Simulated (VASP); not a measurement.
The system is AlRu.

```xyz
2
Lattice="2.9715 0.0000 0.0000 0.0000 2.9715 0.0000 0.0000 0.0000 2.9715" Properties=species:S:1:pos:R:3 pbc="T T T"
Ru    1.4858    1.4858    1.4858
Al    0.0000    0.0000    0.0000
```

Base run:

```yaml
Program: VASP 6.6.1
Functional: r2SCAN
Potentials_or_basis: VASP PAW PBE potentials, release 64 (Ru_pv, Al)
Cutoff: 520 eV
k_mesh: 9 × 9 × 9
Occupations: fermi-dirac, width 0.05 eV
Spin: no spin polarisation
```

Its results: pressure 2.6 GPa.

Task: After a change of settings the same cell gave: pressure 7.0 GPa. Which change was it?
A. functional from r2SCAN to PBEsol
B. functional from r2SCAN to PBE
C. functional from r2SCAN to PBEsol; further incar settings from ALGO = Normal; EDIFF = 1e-06; NBANDS = 16 to ALGO = Normal; EDIFF = 1e-07; NBANDS = 16
D. functional from r2SCAN to LDA; potentials or basis from VASP PAW PBE potentials, release 64 (Ru_pv, Al) to VASP PAW LDA potentials, release 64 (Ru_pv, Al)

Result: B.

Caveats: the PAW data sets were made with another functional, which shifts forces and pressure a little (some runs).
